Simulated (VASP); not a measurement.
The system is PPt.

```
CELL_PARAMETERS angstrom
0.00000 2.66166 2.66166
2.66166 0.00000 2.66166
2.66166 2.66166 0.00000
ATOMIC_POSITIONS crystal
Pt 0.00000 0.00000 0.00000
P 0.25000 0.25000 0.25000
```

Base run:

* Program: VASP 6.6.1
* Functional: r2SCAN
* Potentials or basis: VASP PAW PBE potentials, release 64 (Pt, P)
* Cutoff: 520 eV
* k mesh: 12 × 12 × 12
* Occupations: gaussian, width 0.05 eV
* Spin: no spin polarisation

Its results: pressure -0.1 GPa.

Problem. The run is repeated on the same cell with these changes: occupations from gaussian, width 0.05 eV to tetrahedron; hubbard terms from none to Pt d U = 5.0 eV. What comes out?

Solution. Pressure -6.3 GPa.

Caveats: the PAW data sets were made with another functional, which shifts forces and pressure a little; U without spin polarisation on a metal has little footing (some runs); the U is typed as a test and isn't derived for this compound (some runs); tetrahedron occupations give inexact forces and stress in metals (some runs).
